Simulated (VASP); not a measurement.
# Mo (P6_3/mmc) in VASP: further runs, part 2 of 2

VASP 6.6.1.

## (4) Relaxation of cell and atoms, PBE, target pressure 380 GPa, at which the enthalpy is minimised

This run uses another cell than the first one, of 9.38 Å³/atom.

INCAR

```
PREC = Accurate ; ENCUT = 600
EDIFF = 1E-6 ; ISMEAR = -1
SIGMA = 0.1 ; LREAL = F
LASPH = T ; NELM = 100
ALGO = Normal ; ISIF = 3
LWAVE = F ; LCHARG = F
GGA = PE ; IBRION = 2
NSW = 60 ; EDIFFG = -0.005
PSTRESS = 3800.0
```

KPOINTS

```
Automatic mesh
0
Gamma
  18 18 10
```

POSCAR

```
Mo
1.0
    2.3736749478      0.0000000000      0.0000000000
   -1.1868374739      2.0556628051      0.0000000000
    0.0000000000      0.0000000000      3.8453534154
Mo
2
Direct
    0.3333333333      0.6666666667      0.2500000000
    0.6666666667      0.3333333333      0.7500000000
```

Potentials or basis: VASP PAW PBE potentials, release 64 (Mo_sv).

Started as:

```
$ cat potpaw_PBE.64/Mo_sv/POTCAR > POTCAR
$ mpirun -np 1 vasp_std > vasp.out
```

OUTCAR:

```text
PREC = Accurate
   ENCUT = 600
   EDIFF = 1E-6
   ISMEAR = -1
   LREAL = F
   LASPH = T
   NELM = 100
   ISIF = 3
   GGA = PE
   IBRION = 2
   NSW = 60
   EDIFFG = -0.005
   PSTRESS = 3800.0

 ion  position               nearest neighbor table
   1  0.333  0.667  0.250-   2 2.36   2 2.36   2 2.36   2 2.36   2 2.36   2 2.36   2 3.35   2 3.35
                             2 3.35   2 3.35   2 3.35   2 3.35
   2  0.667  0.333  0.750-   1 2.36   1 2.36   1 2.36   1 2.36   1 2.36   1 2.36   1 3.35   1 3.35
                             1 3.35   1 3.35   1 3.35   1 3.35

  LATTYP: Found a hexagonal cell.
 ALAT       =     2.3736749478
 C/A-ratio  =     1.6200000000

  Lattice vectors:

 A1 = (   2.3736749478,   0.0000000000,   0.0000000000)
 A2 = (  -1.1868374739,   2.0556628051,   0.0000000000)
 A3 = (   0.0000000000,   0.0000000000,   3.8453534154)

Analysis of symmetry for initial positions (statically):
=====================================================================
 Subroutine PRICEL returns:
 Original cell was already a primitive cell.

 Routine SETGRP: Setting up the symmetry group for a
 hexagonal supercell.

 Subroutine GETGRP returns: Found 24 space group operations
 (whereof 12 operations were pure point group operations)
 out of a pool of 24 trial point group operations.

The static configuration has the point symmetry D_3d.
 The point group associated with its full space group is D_6h.

Analysis of symmetry for dynamics (positions and initial velocities):
=====================================================================
 Subroutine PRICEL returns:
 Original cell was already a primitive cell.

 Routine SETGRP: Setting up the symmetry group for a
 hexagonal supercell.

 Subroutine GETGRP returns: Found 24 space group operations
 (whereof 12 operations were pure point group operations)
 out of a pool of 24 trial point group operations.

The dynamic configuration has the point symmetry D_3d.
[... 125 lines left out ...]
   GGA     = PE    functional components
   LHFCALC =     F    Hartree Fock is set to
   AEXX    =    0.0000 exact exchange contribution
   IVDW    =     0    specifies the selected vdW correction
   LEPSILON=     F    determine dielectric tensor
   LRPA    =     F    only Hartree local field effects (RPA)
 conjugate gradient relaxation of ions
 non-spin polarized calculation
  energy-cutoff  :      600.00
  volume of cell :       18.76
 maximum number of plane-waves:       646
 NGX is ok and might be reduce to    20
   NGX =  9   NGY =  9   NGZ = 15

--------------------------------------- Ionic step        1  -------------------------------------------

 number of electron      28.0000001 magnetization

 Free energy of the ion-electron system (eV)
  ---------------------------------------------------
  ext. energy  EPLUGINS =         0.00000000
  ---------------------------------------------------
  free energy    TOTEN  =       -11.25795036 eV

  energy without entropy =      -11.21125267  energy(sigma->0) =      -11.23460152

------------------------ aborting loop because EDIFF is reached ----------------------------------------

  FORCE on cell =-STRESS in cart. coord.  units (eV):
  Direction    XX          YY          ZZ          XY          YZ          ZX
  --------------------------------------------------------------------------------------
  -------------------------------------------------------------------------------------
  Total       42.9180027     42.9180027     41.5425425      0.0000000      0.0000000      0.0000000
  in kB     3664.7191740   3664.7191740   3547.2702001      0.0000000      0.0000000      0.0000000
  external PRESSURE =    -174.4304840 kB  Pullay stress =    3800.0000000 kB
[... 177 lines left out ...]
--------------------------------------- Ionic step        6  -------------------------------------------

 number of electron      28.0000002 magnetization

 Free energy of the ion-electron system (eV)
  ---------------------------------------------------
  ext. energy  EPLUGINS =         0.00000000
  ---------------------------------------------------
  free energy    TOTEN  =       -10.74903977 eV

  energy without entropy =      -10.70238047  energy(sigma->0) =      -10.72571012

 E-fermi :  22.6021     XC(G=0): -16.5708

 val. band max:       22.5985309346   @ k =   0.2222   0.1667   0.5000
 cond. band min:      22.6095283067   @ k =   0.3333   0.1667   0.1000
 fundamental gap:      0.0109973720
 Fermi energy:        22.6021479921

 k-point     1 :       0.0000    0.0000    0.0000
  band No.  band energies     occupation
      1     -39.6971      2.00000
      2     -37.8665      2.00000
      3     -16.2134      2.00000
      4     -10.8947      2.00000
      5     -10.8947      2.00000
      6     -10.0392      2.00000
[... 481 lines left out ...]
      5     -13.6192      2.00000
      6     -12.5832      2.00000
[... 10 lines left out ...]
     17      29.5245      0.00000
     18      30.3850      0.00000

 [... further k-points ...]

------------------------ aborting loop because EDIFF is reached ----------------------------------------

  FORCE on cell =-STRESS in cart. coord.  units (eV):
  Direction    XX          YY          ZZ          XY          YZ          ZX
  --------------------------------------------------------------------------------------
  -------------------------------------------------------------------------------------
  Total       43.9654221     43.9654221     43.9651503      0.0000000      0.0000000      0.0000000
  in kB     3799.3068890   3799.3068888   3799.2834025      0.0000000      0.0000000      0.0000000
  external PRESSURE =      -0.7009399 kB  Pullay stress =    3800.0000000 kB
[... 21 lines left out ...]
  energy  without entropy=      -10.7023804665  energy(sigma->0) =      -10.72571012

  enthalpy is  TOTEN    =        33.2244029619 eV   P V=       43.9734427304

 reached required accuracy - stopping structural energy minimisation
```

OSZICAR:

```text
N       E                     dE             d eps       ncg     rms          rms(c)
DAV:   1     0.341006593613E+03    0.34101E+03   -0.20253E+04  7992   0.197E+03
DAV:   2    -0.277177179121E+01   -0.34378E+03   -0.33767E+03  8752   0.558E+02
DAV:   3    -0.116914432559E+02   -0.89197E+01   -0.86265E+01  9356   0.877E+01
[... 49 lines left out ...]
DAV:   2    -0.107521694013E+02    0.10350E-01   -0.15422E-02  8204   0.134E+00    0.338E-01
DAV:   3    -0.107490320926E+02    0.31373E-02   -0.79626E-03  8808   0.876E-01    0.125E-01
DAV:   4    -0.107490555231E+02   -0.23430E-04   -0.21598E-04  8120   0.178E-01    0.304E-02
DAV:   5    -0.107490396523E+02    0.15871E-04   -0.29538E-05  8462   0.572E-02    0.821E-03
DAV:   6    -0.107490397685E+02   -0.11614E-06   -0.11644E-06  5578   0.111E-02
   6 F= 0.33224403E+02 E0= 0.33247733E+02  d E =-.494026E-02
```

CONTCAR:

```text
Mo
   1.00000000000000
     2.3778221807970925    0.0000000000000000    0.0000000000000000
    -1.1889110903985463    2.0592544141977802    0.0000000000000000
     0.0000000000000000   -0.0000000000000000    3.7864138027065093
  Mo
     2
Direct
     0.3333333332999970    0.6666666667000030    0.2500000000000000
     0.6666666667000030    0.3333333332999970    0.7500000000000000

  0.00000000E+00  0.00000000E+00  0.00000000E+00
  0.00000000E+00  0.00000000E+00  0.00000000E+00
```

Run time: 3.8 min. Hardware: 1 thread of AMD EPYC 7R43 (Zen 3), shared host; peak memory 0.17 GiB.

Results:

| Item | Value |
| --- | --- |
| Free energy | -10.7490 eV |
| Relaxed volume | 9.27 Å³/atom |
| Relaxed cell | a = 2.378 Å, b = 2.378 Å, c = 3.786 Å, α = 90.00°, β = 90.00°, γ = 120.00° |
| Space group after relaxing (to 0.1 Å) | P6_3/mmc (No. 194) |
| Energy change on relaxing (the run minimises the enthalpy) | +254.5 meV/atom |
| Ionic steps | 6 |
| Pressure after relaxing | 379.9 GPa |
| Band gap on the k mesh | zero (bands 14 and 15 overlap by 4.63 eV) |

Step by step:
| step | energy change (eV) | largest force (eV/Å) | pressure (GPa) | volume (Å³) |
| --- | --- | --- | --- | --- |
| 1 | 0.0000 | 0.0000 | 362.56 | 18.76 |
| 2 | 7.9742 | 0.0000 | 628.44 | 16.12 |
| 3 | 0.5257 | 0.0000 | 379.81 | 18.54 |
| 4 | 0.5693 | 0.0000 | 381.25 | 18.52 |
| 5 | 0.4801 | 0.0000 | 379.27 | 18.55 |
| 6 | 0.5089 | 0.0000 | 379.93 | 18.54 |

Final structure:
```
Mo
1.0
     2.37782    0.00000    0.00000
    -1.18891    2.05925    0.00000
     0.00000    0.00000    3.78641
Mo
2
Direct
  0.33333 0.66667 0.25000
  0.66667 0.33333 0.75000
```

Caveat: the cell is relaxed towards a set pressure, so the run minimises the enthalpy, not the energy.

## (5) Summary

```tsv
task	cell	cutoff (eV)	gap on the mesh (eV)	pressure (GPa)
single point	a = 2.375, b = 2.375, c = 3.778 Å, angles 90.0, 90.0, 120.0°, 2 atoms	520	none	387.1
relaxation of cell and atoms	relaxed to 380 GPa from a = 2.374, b = 2.374, c = 3.778 Å, angles 90.0, 90.0, 120.0°, 2 atoms	600	none	380.0
relaxation of cell and atoms	relaxed to 380 GPa from a = 2.374, b = 2.374, c = 3.845 Å, angles 90.0, 90.0, 120.0°, 2 atoms	600	none	379.9
```

Alike in all rows: level PBE; potentials or basis VASP PAW PBE potentials, release 64 (Mo_sv); no spin polarisation; k mesh 18 × 18 × 10; smearing fermi-dirac 0.1 eV.

Caveats: the cell is relaxed towards a set pressure, so the run minimises the enthalpy, not the energy (at least some runs); the cell stands under pressure (at least some runs).

Total energies depend on the potentials used, so only differences within one code and one set of settings carry meaning.
